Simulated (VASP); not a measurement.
# K (Im-3m) in VASP: single point with PBE+D3(BJ)

Aim: the single point of K with PBE+D3(BJ).

Everything below comes from runs of VASP 6.6.1. Logs are shortened: lines on timing, memory, paths and dates and some standing lists are left out, and cuts for length are marked.

### 1 The cell of the first run

Symmetry: Im-3m, No. 229, cubic system. Conventional cell: a = 5.200 Å, b = 5.200 Å, c = 5.200 Å, α = 90.00°, β = 90.00°, γ = 90.00°.

### 2 Single point, PBE+D3(BJ)

Contents of INCAR:

```
SYSTEM = K
  ALGO = Normal
  EDIFF = 1E-6
  ENCUT = 500
  GGA = PE
  GGA_COMPAT = .False.
  ISIF = 2
  ISMEAR = 0
  IVDW = 12
  LASPH = .True.
  LCHARG = .False.
  LREAL = .False.
  LWAVE = .False.
  NBANDS = 10
  NELM = 120
  PREC = Accurate
  SIGMA = 0.1
```

Contents of KPOINTS:

```
k-points
0
Gamma
  6 6 6
  0 0 0
```

Contents of POSCAR:

```
K
1.0
   -2.6000000000      2.6000000000      2.6000000000
    2.6000000000     -2.6000000000      2.6000000000
    2.6000000000      2.6000000000     -2.6000000000
K
1
Direct
    0.0000000000      0.0000000000      0.0000000000
```

Potentials or basis: VASP PAW PBE potentials, release 64 (K_sv).

Run with:

```
cat potpaw_PBE.64/K_sv/POTCAR > POTCAR
mpirun -np 1 vasp_std > vasp.out
```

OUTCAR:

```text
SYSTEM = K
   EDIFF = 1E-6
   ENCUT = 500
   GGA = PE
   ISIF = 2
   ISMEAR = 0
   IVDW = 12
   LASPH = .True.
   LREAL = .False.
   NELM = 120
   PREC = Accurate
 IVDW          = 12

 ion  position               nearest neighbor table
   1  0.000  0.000  0.000-

  LATTYP: Found a body centered cubic cell.
 ALAT       =     5.2000000000

  Lattice vectors:

 A1 = (  -2.6000000000,   2.6000000000,   2.6000000000)
 A2 = (   2.6000000000,  -2.6000000000,   2.6000000000)
 A3 = (   2.6000000000,   2.6000000000,  -2.6000000000)

Analysis of symmetry for initial positions (statically):
=====================================================================
 Subroutine PRICEL returns:
 Original cell was already a primitive cell.

 Routine SETGRP: Setting up the symmetry group for a
 body centered cubic supercell.

 Subroutine GETGRP returns: Found 48 space group operations
 (whereof 48 operations were pure point group operations)
 out of a pool of 48 trial point group operations.

The static configuration has the point symmetry O_h .

Analysis of symmetry for dynamics (positions and initial velocities):
=====================================================================
 Subroutine PRICEL returns:
 Original cell was already a primitive cell.

 Routine SETGRP: Setting up the symmetry group for a
 body centered cubic supercell.

 Subroutine GETGRP returns: Found 48 space group operations
 (whereof 48 operations were pure point group operations)
 out of a pool of 48 trial point group operations.

The dynamic configuration has the point symmetry O_h .

 Subroutine INISYM returns: Found 48 space group operations
 (whereof 48 operations are pure point group operations),
 and found     1 'primitive' translations

----------------------------------------------------------------------------------------

                                     Primitive cell

  volume of cell :      70.3040

  direct lattice vectors                    reciprocal lattice vectors
    -2.600000000  2.600000000  2.600000000     0.000000000  0.192307692  0.192307692
     2.600000000 -2.600000000  2.600000000     0.192307692  0.000000000  0.192307692
     2.600000000  2.600000000 -2.600000000     0.192307692  0.192307692  0.000000000

  length of vectors
     4.503332100  4.503332100  4.503332100     0.271964147  0.271964147  0.271964147

  position of ions in fractional coordinates (direct lattice)
     0.000000000  0.000000000  0.000000000

  ion indices of the primitive-cell ions
   primitive index   ion index
                 1           1

----------------------------------------------------------------------------------------

 KPOINTS: k-points

Automatic generation of k-mesh.
 Grid dimensions read from file:
 generate k-points for:    6    6    6

 Generating k-lattice:

  Cartesian coordinates                     Fractional coordinates (reciprocal lattice)
     0.000000000  0.032051282  0.032051282     0.166666667  0.000000000  0.000000000
     0.032051282  0.000000000  0.032051282     0.000000000  0.166666667  0.000000000
     0.032051282  0.032051282  0.000000000     0.000000000  0.000000000  0.166666667

  Length of vectors
     0.045327358  0.045327358  0.045327358

  Shift w.r.t. Gamma in fractional coordinates (k-lattice)
     0.000000000  0.000000000  0.000000000

 Subroutine IBZKPT returns following result:
 ===========================================

 Found     16 irreducible k-points:

 Following reciprocal coordinates:
            Coordinates               Weight
  0.000000  0.000000  0.000000      1.000000
  0.166667  0.000000  0.000000     12.000000
  0.333333  0.000000  0.000000     12.000000
  0.500000  0.000000  0.000000      6.000000
  0.166667  0.166667  0.000000     24.000000
  0.333333  0.166667  0.000000     48.000000
[... 8 lines left out ...]
  0.500000  0.500000  0.333333     12.000000
  0.500000  0.500000  0.500000      1.000000
   k-points           NKPTS =     16   k-points in BZ     NKDIM =     16   number of bands    NBANDS=     10
   number of dos      NEDOS =    301   number of ions     NIONS =      1
   total plane-waves  NPLWV =  46656
   dimension x,y,z NGX =    36 NGY =   36 NGZ =   36
   dimension x,y,z NGXF=    72 NGYF=   72 NGZF=   72
   ions per type =               1
   NGX,Y,Z   is equivalent  to a cutoff of  13.29, 13.29, 13.29 a.u.
   NGXF,Y,Z  is equivalent  to a cutoff of  26.58, 26.58, 26.58 a.u.
 SYSTEM =  K
   PREC   = accura    normal or accurate (medium, high low for compatibility)
   ISTART =      0    job   : 0-new  1-cont  2-samecut
   ICHARG =      2    charge: 1-file 2-atom 10-const
   ISPIN  =      1    spin polarized calculation?
   LNONCOLLINEAR =      F non collinear calculations
   LSORBIT =      F    spin-orbit coupling
   LASPH  =      T    aspherical Exc in radial PAW
   ENCUT  =  500.0 eV  36.75 Ry    6.06 a.u.   8.21  8.21  8.21*2*pi/ulx,y,z
   NELM   =    120;   NELMIN=  2; NELMDL= -5     # of ELM steps
   EDIFF  = 0.1E-05   stopping-criterion for ELM
   LREAL  =      F    real-space projection
   EDIFFG = 0.1E-04   stopping-criterion for IOM
   NSW    =      0    number of steps for IOM
   IBRION =     -1    ionic relax: 0-MD 1-quasi-New 2-CG
   NFREE  =      0    steps in history (QN), initial steepest desc. (CG)
   ISIF   =      2    stress and relaxation
   ISYM   =      2    0-nonsym 1-usesym 2-fastsym
   POTIM  = 0.5000    time-step for ionic-motion
   TEBEG  =    0.0;   TEEND  =   0.0 temperature during run
   PSTRESS=    0.0 pullay stress
   NELECT =       9.0000    total number of electrons
   NUPDOWN=      -1.0000    fix difference up-down
   EMIN   =  10.00;   EMAX   =-10.00  energy-range for DOS
   EFERMI =   0.00;   METHOD = LEGACY
   ISMEAR =     0;   SIGMA  =   0.10  broadening in eV -4-tet -1-fermi 0-gaus
   EFERMI_NEDOS =   21; number of points for ismear=-14 and -15
   IALGO  =     38    algorithm
   IMIX   =      4    mixing-type and parameters
     AMIX     =   0.40;   BMIX     =  1.00
     AMIX_MAG =   1.60;   BMIX_MAG =  1.00
  volume/ion in A,a.u.               =      70.30       474.43
  Fermi-wavevector in a.u.,A,eV,Ry     =   0.825079  1.559174  9.262244  0.680756
  Thomas-Fermi vector in A             =   1.936876
   LORBIT       =      0    0 simple, 1 ext, 2 COOP (PROOUT), +10 PAW based schemes
   GGA     = PE    functional components
   LHFCALC =     F    Hartree Fock is set to
   AEXX    =    0.0000 exact exchange contribution
   IVDW    =    12    specifies the selected vdW correction
   LEPSILON=     F    determine dielectric tensor
   LRPA    =     F    only Hartree local field effects (RPA)
 non-spin polarized calculation
 Gauss-broadening in eV      SIGMA  =   0.10
  energy-cutoff  :      500.00
  volume of cell :       70.30
 maximum number of plane-waves:      1830
 NGX is ok and might be reduce to    36
   NGX = 17   NGY = 17   NGZ = 17

 number of electron       8.9999999 magnetization

 Free energy of the ion-electron system (eV)
  ---------------------------------------------------
  ext. energy  EPLUGINS =         0.00000000
  ---------------------------------------------------
  free energy    TOTEN  =        -1.03023941 eV

  energy without entropy =       -1.01785378  energy(sigma->0) =       -1.02404660

 E-fermi :   0.0048     XC(G=0):  -5.7609

 val. band max:       -0.2665061385   @ k =   0.1667   0.1667   0.1667
 cond. band min:       0.0159077307   @ k =   0.3333   0.1667   0.0000
 fundamental gap:      0.2824138692
 Fermi energy:         0.0047847778

 k-point     1 :       0.0000    0.0000    0.0000
  band No.  band energies     occupation
      1     -32.1232      2.00000
      2     -15.5692      2.00000
      3     -15.5692      2.00000
      4     -15.5692      2.00000
      5      -2.2392      2.00000
      6       4.3201      0.00000
      7       4.3201      0.00000
      8       4.3201      0.00000
      9       5.2586      0.00000
     10       5.2586      0.00000

 k-point     2 :       0.1667    0.0000    0.0000
  band No.  band energies     occupation
      1     -32.1219      2.00000
      2     -15.5893      2.00000
      3     -15.5759      2.00000
      4     -15.5692      2.00000
      5      -1.8848      2.00000
      6       3.6830      0.00000
      7       3.9322      0.00000
      8       4.6094      0.00000
      9       5.0072      0.00000
     10       5.2012      0.00000

 k-point     3 :       0.3333    0.0000    0.0000
  band No.  band energies     occupation
      1     -32.1194      2.00000
      2     -15.6289      2.00000
      3     -15.5892      2.00000
      4     -15.5692      2.00000
      5      -0.8896      2.00000
      6       2.1644      0.00000
      7       3.3794      0.00000
      8       5.1094      0.00000
      9       5.3276      0.00000
     10       5.4433      0.00000

 k-point     4 :       0.5000    0.0000    0.0000
  band No.  band energies     occupation
      1     -32.1181      2.00000
      2     -15.6484      2.00000
      3     -15.5958      2.00000
      4     -15.5692      2.00000
      5       0.4260      0.00000
      6       0.6939      0.00000
      7       3.1618      0.00000
      8       4.9451      0.00000
      9       5.7994      0.00000
     10       6.0724      0.00000

 k-point     5 :       0.1667    0.1667    0.0000
  band No.  band energies     occupation
      1     -32.1200      2.00000
      2     -15.6162      2.00000
      3     -15.5842      2.00000
      4     -15.5738      2.00000
      5      -1.2083      2.00000
      6       2.8379      0.00000
      7       3.2355      0.00000
      8       4.8864      0.00000
      9       5.0156      0.00000
     10       5.5958      0.00000

 k-point     6 :       0.3333    0.1667    0.0000
  band No.  band energies     occupation
      1     -32.1181      2.00000
      2     -15.6384      2.00000
      3     -15.5997      2.00000
      4     -15.5754      2.00000
      5       0.0159      0.87501
      6       1.5113      0.00000
      7       2.7336      0.00000
      8       4.7505      0.00000
      9       5.4178      0.00000
     10       5.8382      0.00000

 k-point     7 :       0.3333    0.3333    0.0000
  band No.  band energies     occupation
      1     -32.1175      2.00000
      2     -15.6237      2.00000
      3     -15.6237      2.00000
      4     -15.5792      2.00000
      5       1.1997      0.00000
      6       1.1997      0.00000
      7       1.6226      0.00000
      8       4.6731      0.00000
      9       5.4269      0.00000
     10       5.4269      0.00000

 k-point     8 :       0.1667    0.1667    0.1667
  band No.  band energies     occupation
      1     -32.1186      2.00000
      2     -15.6316      2.00000
      3     -15.5869      2.00000
      4     -15.5869      2.00000
      5      -0.2665      1.99988
      6       2.2670      0.00000
      7       2.2670      0.00000
      8       4.4940      0.00000
      9       5.6484      0.00000
     10       5.6484      0.00000

 k-point     9 :       0.3333    0.1667    0.1667
  band No.  band energies     occupation
      1     -32.1179      2.00000
      2     -15.6279      2.00000
      3     -15.6048      2.00000
      4     -15.5882      2.00000
      5       1.0329      0.00000
      6       1.0858      0.00000
      7       2.0799      0.00000
      8       3.8090      0.00000
      9       5.7610      0.00000
     10       5.8630      0.00000

 k-point    10 :      -0.1667    0.1667    0.1667
  band No.  band energies     occupation
      1     -32.1207      2.00000
      2     -15.5930      2.00000
      3     -15.5828      2.00000
      4     -15.5828      2.00000
      5      -1.5407      2.00000
      6       3.7491      0.00000
      7       3.8029      0.00000
      8       3.8029      0.00000
      9       4.7334      0.00000
     10       5.7313      0.00000

 k-point    11 :      -0.3333    0.3333    0.1667
  band No.  band energies     occupation
      1     -32.1183      2.00000
      2     -15.6254      2.00000
      3     -15.5965      2.00000
      4     -15.5844      2.00000
      5      -0.5753      2.00000
      6       2.3026      0.00000
      7       3.4375      0.00000
      8       3.9198      0.00000
      9       5.3599      0.00000
     10       5.4523      0.00000

 k-point    12 :       0.5000    0.5000    0.1667
  band No.  band energies     occupation
      1     -32.1171      2.00000
      2     -15.6429      2.00000
      3     -15.6034      2.00000
      4     -15.5836      2.00000
      5       0.7766      0.00000
      6       0.8457      0.00000
      7       3.2673      0.00000
      8       3.7636      0.00000
      9       5.3562      0.00000
     10       6.5886      0.00000

 k-point    13 :      -0.3333    0.5000    0.1667
  band No.  band energies     occupation
      1     -32.1166      2.00000
      2     -15.6331      2.00000
      3     -15.6154      2.00000
      4     -15.5896      2.00000
      5       0.5537      0.00000
      6       1.6921      0.00000
      7       2.4548      0.00000
      8       4.2986      0.00000
      9       4.7908      0.00000
     10       5.8891      0.00000

 k-point    14 :      -0.3333    0.3333    0.3333
  band No.  band energies     occupation
      1     -32.1162      2.00000
      2     -15.6214      2.00000
      3     -15.6113      2.00000
      4     -15.6113      2.00000
      5       0.2777      0.00011
      6       2.1852      0.00000
      7       3.4868      0.00000
      8       3.4868      0.00000
      9       4.1211      0.00000
     10       5.7569      0.00000

 k-point    15 :       0.5000    0.5000    0.3333
  band No.  band energies     occupation
      1     -32.1151      2.00000
      2     -15.6318      2.00000
      3     -15.6186      2.00000
      4     -15.6121      2.00000
      5       1.2718      0.00000
      6       1.4954      0.00000
      7       3.0766      0.00000
      8       3.4784      0.00000
      9       4.2694      0.00000
     10       6.3193      0.00000

 k-point    16 :       0.5000    0.5000    0.5000
  band No.  band energies     occupation
      1     -32.1141      2.00000
      2     -15.6262      2.00000
      3     -15.6262      2.00000
      4     -15.6262      2.00000
      5       1.6311      0.00000
      6       1.6311      0.00000
      7       3.5823      0.00000
      8       3.5823      0.00000
      9       3.5823      0.00000
     10       5.7777      0.00000

------------------------ aborting loop because EDIFF is reached ----------------------------------------

 Edisp (eV)   -0.11883

 E8    (eV) :    -0.0641

  FORCE on cell =-STRESS in cart. coord.  units (eV):
  Direction    XX          YY          ZZ          XY          YZ          ZX
  --------------------------------------------------------------------------------------
  -------------------------------------------------------------------------------------
  Total      -0.02831    -0.02831    -0.02831     0.00000    -0.00000    -0.00000
  in kB      -0.64527    -0.64527    -0.64527     0.00000    -0.00000    -0.00000
  external pressure =       -0.65 kB  Pullay stress =        0.00 kB

 VOLUME and BASIS-vectors are now :
 -----------------------------------------------------------------------------
  energy-cutoff  :      500.00
  volume of cell :       70.30
      direct lattice vectors                 reciprocal lattice vectors
    -2.600000000  2.600000000  2.600000000     0.000000000  0.192307692  0.192307692
     2.600000000 -2.600000000  2.600000000     0.192307692  0.000000000  0.192307692
     2.600000000  2.600000000 -2.600000000     0.192307692  0.192307692  0.000000000

 POSITION                                       TOTAL-FORCE (eV/Angst)
 -----------------------------------------------------------------------------------
      0.00000      0.00000      0.00000         0.000000      0.000000      0.000000
 -----------------------------------------------------------------------------------
    total drift:                               -0.000000     -0.000000      0.000000

  FREE ENERGIE OF THE ION-ELECTRON SYSTEM (eV)
  ---------------------------------------------------
  free  energy   TOTEN  =        -1.1490680008 eV

  energy  without entropy=       -1.1366823716  energy(sigma->0) =       -1.14287519
```

It took 15 s on 1 thread of AMD EPYC 7R13, shared host; peak memory 0.17 GiB.

What came out:

| Item | Value |
| --- | --- |
| Free energy | -1.1491 eV |
| Pressure | -0.1 GPa |
| Band gap on the k mesh | zero (an odd number of electrons rules out a gap without spin polarisation) |
| Dispersion energy per atom | -0.119 eV |

The gap in the log of VASP goes by the Fermi energy; the results here count the filled bands.